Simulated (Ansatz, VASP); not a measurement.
CaCuH2: VASP beside Ansatz

```xyz
4
Lattice="3.6459 0.0000 0.0000 0.0000 3.6459 0.0000 0.0000 0.0000 3.4125" Properties=species:S:1:pos:R:3 pbc="T T T"
Ca    0.0000    0.0000    0.0000
Cu    1.8229    1.8229    1.7063
H     0.0000    1.8229    1.7063
H     1.8229    0.0000    1.7063
```

Alike in both runs: task single point; functional PBE; k mesh 12 × 12 × 14; occupations gaussian, width 0.1 eV; no spin polarisation.

```csv
,VASP,Ansatz
version,VASP 6.6.1,Ansatz 0.2.0
potentials or method,"VASP PAW PBE potentials, release 64 (Ca_sv, Cu, H), cutoff 520 eV","scalar-relativistic, plane waves, PAW"
valence electrons in the cell,23,31
```

|  | VASP | Ansatz | Ansatz less VASP |
| --- | --- | --- | --- |
| gap on the k mesh at the Fermi level (eV) | none | none | - |
| pressure (GPa) | 0.4 | 0.0 | -0.36 |
| traceless stress, the component that is largest in VASP (GPa) | -0.13 | -0.01 | +0.124 |

A gap of «none» marks a metal or a gap that the smearing closes. With one functional, cell and mesh, what is left measures potentials, basis and numerics. VASP's potentials hold 23 valence electrons a cell and Ansatz's 31, so a difference there can come from the potentials and not from the codes.
